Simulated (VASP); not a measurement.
Here is a VASP 6.6.1 calculation.

File INCAR:

```
SYSTEM = TiC
ALGO = Normal
EDIFF = 1E-6
ENCUT = 520
GGA = PS
ISIF = 2
ISMEAR = -1
LASPH = .True.
LCHARG = .True.
LELF = .True.
LREAL = .False.
LVHAR = .True.
LWAVE = .False.
NBANDS = 15
NELM = 80
PREC = Accurate
SIGMA = 0.03
```

Contents of KPOINTS:

```
k-points
0
Gamma
  16 16 16
  0 0 0
```

The input POSCAR:

```
TiC
1.0
    0.0000000000      2.1640000000      2.0990800000
    2.1640000000      0.0000000000      2.0990800000
    2.1640000000      2.1640000000      0.0000000000
Ti C
1 1
Direct
    0.0000000000      0.0000000000      0.0000000000
    0.5000000000      0.5000000000      0.5000000000
```

Potentials or basis: VASP PAW PBE potentials, release 64 (Ti_sv, C).

Launch:

```console
$ cat potpaw_PBE.64/Ti_sv/POTCAR potpaw_PBE.64/C/POTCAR > POTCAR
$ mpirun -np 1 vasp_std > vasp.out
```

**Question.** Estimate the pressure.

**Answer.** 2.3 GPa.

**Question.** What does it give for the band gap on the k mesh?

**Answer.** Zero (band 8 reaches 10.53 eV, above the bottom of band 9 at 9.07 eV).

Stress tensor (GPa, compression positive):
```
-2.36  0.00  0.00
 0.00 -2.36  0.00
 0.00  0.00 11.73
```

Caveat: the cell differs from its parent crystal (zz strain of -3 %); the PAW data sets were made with another functional, which shifts forces and pressure a little.
